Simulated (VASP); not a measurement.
WC: single point with PBEsol

WC:

```
W C
1.0
     2.90050    0.00000    0.00000
    -1.45025    2.51191    0.00000
     0.00000    0.00000    2.82900
W C
1 1
Cartesian
  0.0000 0.0000 0.0000
  1.4503 0.8373 1.4145
```

```
Program                : VASP 6.6.1
Task                   : single point
Functional             : PBEsol
Potentials or basis    : VASP PAW PBE potentials, release 64 (W_sv, C_h)
Cutoff                 : 910 eV
k mesh                 : 21 × 21 × 18
Occupations            : gaussian, width 0.15 eV
Spin                   : no spin polarisation
Dipole correction      : no
Further INCAR settings : ALGO = Normal; EDIFF = 1e-06; NBANDS = 16
```

| Item | Value |
| --- | --- |
| Pressure | 0.4 GPa |
| Band gap on the k mesh | zero (bands 9 and 10 overlap by 1.29 eV) |

Levels at points of the mesh, in eV from the Fermi level:
```
           k point  band 5  band 6  band 7  band 8  band 9  band 10  band 11  band 12  band 13  band 14
(0.00, 0.00, 0.00)  -14.47   -4.36   -3.36   -3.36    0.13     3.27     3.27     5.70     5.70     6.46
(0.00, 0.00, 0.50)  -10.36   -8.71   -2.02   -2.02   -0.60    -0.60     3.74     4.55     4.55    10.02
```

Wall time 5.1 min on 1 thread of Intel(R) Xeon(R) Platinum 8488C (Sapphire Rapids), on a shared host, peak memory 0.46 GiB.

Caveat: the cutoff is under 1.25 times the usual one of these potentials, so pressure, stress and relaxed cells hold a basis-set (Pulay) error; the PAW data sets were made with another functional, which shifts forces and pressure a little; spin-orbit coupling is left out, which moves the levels of the heavy elements.
